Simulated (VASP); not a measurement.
Set up this calculation in VASP 6.6.1, as the native input.

```
Task                   : single point
Functional             : RPBE
Dispersion             : D4
Potentials or basis    : VASP PAW PBE potentials, release 64 (Au)
Cutoff                 : 520 eV
k mesh                 : 11 × 11 × 11
Occupations            : fermi-dirac, width 0.025 eV
Spin                   : collinear spin, ferromagnetic start
Starting moments       : [-0.11] μB
Dipole correction      : no
Further INCAR settings : ALGO = Normal; EDIFF = 1e-06; NBANDS = 16
```

The structure of Au lies in POSCAR:

```
Au
1.0
    0.0000000000      2.0617793868      2.0617793868
    2.0617793868      0.0000000000      2.0617793868
    2.0617793868      2.0617793868      0.0000000000
Au
1
Direct
    0.0000000000      0.0000000000      0.0000000000
```

This cell differs from its parent crystal: volume scaled by 1.04.

The input as run:

INCAR

```
  ALGO = Normal
  EDIFF = 1E-6
  ENCUT = 520
  GGA = RP
  ISIF = 2
  ISMEAR = -1
  ISPIN = 2
  IVDW = 13
  LASPH = True
  LCHARG = False
  LMAXMIX = 4
  LORBIT = 11
  LREAL = False
  LWAVE = False
  MAGMOM = -0.11
  NBANDS = 16
  NELM = 150
  PREC = Accurate
  SIGMA = 0.025
```

KPOINTS

```
k-points
0
Gamma
  11 11 11
```

Potentials or basis: VASP PAW PBE potentials, release 64 (Au).

Command:

```sh
$ cat potpaw_PBE.64/Au/POTCAR > POTCAR
$ mpirun -np 1 vasp_std > vasp.out
```

Results of the run:

The pressure is -3.3 GPa, the net moment is 0.00 μB per cell and the valence electrons inside the program's atomic spheres are Au 9.63. The dispersion energy per atom is -1.271 eV.

Caveat: the PAW data sets were made with another functional, which shifts forces and pressure a little; pairwise dispersion overbinds metals, which lowers pressure and volume.

Run time: 17 s on 1 thread of Intel(R) Xeon(R) Platinum 8488C (Sapphire Rapids), on a shared host, peak memory 0.16 GiB.
